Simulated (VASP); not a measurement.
**As3Se2: relaxation of cell and atoms with PBE**

As3Se2:

```
As Se
1.0
     3.63712    2.09990    5.22330
    -3.63712    2.09990    5.22330
     0.00000   -4.19979    5.22330
As Se
6 4
Cartesian
  -1.3251 -2.0999 6.5291
  2.4811 -0.0976 6.5291
  -1.1560 2.1975 6.5291
  1.3251 2.0999 9.1408
  -2.4811 0.0976 9.1408
  1.1560 -2.1975 9.1408
  0.0000 0.0000 13.5276
  0.0000 0.0000 9.9772
  0.0000 0.0000 2.1423
  0.0000 0.0000 5.6927
```

- Program: VASP 6.6.1
- Task: relaxation of cell and atoms
- Functional: PBE
- Potentials or basis: VASP PAW PBE potentials, release 64 (As, Se)
- Cutoff: 600 eV
- k mesh: 6 × 6 × 6
- Occupations: gaussian, width 0.1 eV
- Spin: no spin polarisation
- Dipole correction: no
- Further INCAR settings: ALGO = Normal; EDIFF = 1e-07; IBRION = 2; EDIFFG = -0.01; NSW = 100; ISIF = 3

```
Relaxed volume                        : 23.53 Å³/atom
Relaxed cell                          : a = 6.531 Å, b = 6.531 Å, c = 6.531 Å, α = 69.29°, β = 69.29°, γ = 69.29°
Space group after relaxing (to 0.1 Å) : R-3c (No. 167)
Energy gained by relaxing             : 4.7 meV/atom
Ionic steps                           : 15
Pressure after relaxing               : 0.0 GPa
Largest force after relaxing          : 0.009 eV/Å
Band gap on the k mesh                : zero (bands 27 and 28 overlap by 1.41 eV)
```

Forces on the atoms (eV/Å):
```
As   0.005  0.000  0.000
As  -0.002  0.004  0.000
As  -0.002 -0.004  0.000
As  -0.005  0.000  0.000
As   0.002 -0.004  0.000
As   0.002  0.004  0.000
Se   0.000  0.000  0.009
Se   0.000  0.000 -0.009
Se   0.000  0.000 -0.009
Se   0.000  0.000  0.009
```

The path:
```tsv
step	energy change (eV)	largest force (eV/Å)	pressure (GPa)	volume (Å³)
1	0.0000	0.0576	0.27	239.36
2	-0.0108	0.0252	-0.25	240.73
3	-0.0128	0.0375	-0.59	241.67
4	-0.0209	0.0425	-0.44	240.40
5	-0.0299	0.1113	-0.09	237.57
6	-0.0302	0.1265	-0.01	236.99
7	-0.0338	0.1077	0.06	236.56
8	-0.0408	0.0493	0.30	235.27
9	-0.0372	0.0707	0.83	232.67
10	-0.0423	0.0090	0.48	234.36
11	-0.0444	0.0008	0.33	234.79
12	-0.0468	0.0200	-0.04	235.88
13	-0.0469	0.0173	-0.04	235.81
14	-0.0473	0.0087	-0.04	235.63
15	-0.0474	0.0089	-0.04	235.26
```

Final structure:
```
CELL_PARAMETERS angstrom
3.71284 2.14361 4.92663
-3.71284 2.14361 4.92663
0.00000 -4.28722 4.92663
ATOMIC_POSITIONS crystal
As 0.07194 0.42806 0.75000
As 0.75000 0.07194 0.42806
As 0.42806 0.75000 0.07194
As 0.92806 0.57194 0.25000
As 0.25000 0.92806 0.57194
As 0.57194 0.25000 0.92806
Se 0.86601 0.86601 0.86601
Se 0.63399 0.63399 0.63399
Se 0.13399 0.13399 0.13399
Se 0.36601 0.36601 0.36601
```

Levels at points of the mesh, in eV from the Fermi level:
```
           k point  band 25  band 26  band 27  band 28  band 29  band 30
(0.00, 0.00, 0.00)    -0.36    -0.32    -0.32     0.74     1.13     1.13
(0.50, 0.00, 0.00)    -0.76    -0.76     0.68     0.68     1.22     1.22
(0.50, 0.50, 0.00)    -0.57    -0.56    -0.36     0.19     0.35     0.36
(0.50, 0.50, 0.50)    -1.02    -1.02    -0.73    -0.73     0.44     0.44
```

It took 17 min on 1 × NVIDIA H100 80GB with 1 thread of AMD EPYC 7R13 Processor (Zen 3), on a shared host, peak memory 1.6 GiB.
